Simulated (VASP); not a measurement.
BeS:

```
CELL_PARAMETERS angstrom
0.00000 2.39779 2.39779
2.39779 0.00000 2.39779
2.39779 2.39779 0.00000
ATOMIC_POSITIONS crystal
Be 0.00000 0.00000 0.00000
S 0.25000 0.25000 0.25000
```

This cell differs from its parent crystal: strain -1.5%.

Base run:

| Quantity | Value |
| --- | --- |
| Program | VASP 6.6.1 |
| Functional | HSE06 |
| Potentials or basis | VASP PAW PBE potentials, release 64 (Be, S) |
| Cutoff | 520 eV |
| k mesh | 6 × 6 × 6 |
| Occupations | gaussian, width 0.01 eV |
| Spin | no spin polarisation |

Its results: band gap on the k mesh 3.97 eV, indirect (least direct gap 6.85 eV); pressure 3.6 GPa.

Q: The run is repeated on the same cell with these changes: functional from HSE06 to PBE. What comes out?

A: Band gap on the k mesh 3.03 eV, indirect (least direct gap 5.65 eV); pressure 5.2 GPa.

HSE06 gives the wider gap, since exact exchange removes part of the self-interaction.

Caveats: the PAW data sets were made with another functional, which shifts forces and pressure a little (some runs).

A k mesh can miss the band edges.
